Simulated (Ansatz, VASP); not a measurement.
Nb in VASP and in Ansatz

The input INCAR:

```
ALGO = Normal
EDIFF = 1E-6
ENCUT = 500
GGA = CA
GGA_COMPAT = False
ISIF = 2
ISMEAR = 0
LASPH = True
LCHARG = False
LREAL = False
LWAVE = False
NBANDS = 12
NELM = 120
PREC = Accurate
SIGMA = 0.1
```

The input KPOINTS:

```
k-points
0
Gamma
  8 8 8
```

POSCAR

```
Nb
1.0
   -1.6350000000      1.6350000000      1.6350000000
    1.6350000000     -1.6350000000      1.6350000000
    1.6350000000      1.6350000000     -1.6350000000
Nb
1
Direct
    0.0000000000      0.0000000000      0.0000000000
```

Input for Ansatz:

```yaml
crystal:
  lattice:
    - [-1.635, 1.635, 1.635]
    - [1.635, -1.635, 1.635]
    - [1.635, 1.635, -1.635]
  atoms:
    - { symbol: Nb, position: [0.0, 0.0, 0.0] }
basis:
  ecutwfc: 420
kpoints:
  mp_grid: { grid: [8, 8, 8] }
hamiltonian:
  xc: lda
  pseudopotentials: { kind: paw, azcp: { folder: soft_1 } }
scf:
  occupations: { method: gaussian, width: 0.1 }
output:
  forces: true
  stress: true
  eigenvalues: true
```

Alike in both runs: task single point; functional LDA; k mesh 8 × 8 × 8; occupations gaussian, width 0.1 eV; no spin polarisation.

|  | VASP | Ansatz |
| --- | --- | --- |
| version | VASP 6.6.1 | Ansatz 0.2.0 |
| potentials or method | VASP PAW LDA potentials, release 64 (Nb_sv), cutoff 500 eV | scalar-relativistic, plane waves, PAW |
| valence electrons in the cell | 13 | 13 |

```csv
,VASP,Ansatz,Ansatz less VASP
gap on the k mesh at the Fermi level (eV),none,none,-
pressure (GPa),-3.2,-3.0,+0.19
```

Ansatz warns that its potentials were made for another functional, while VASP's fit it. LDA's correlation is that of Perdew and Zunger in VASP and of Perdew and Wang (1992) in Ansatz. A gap of «none» marks a metal or a gap that the smearing closes.
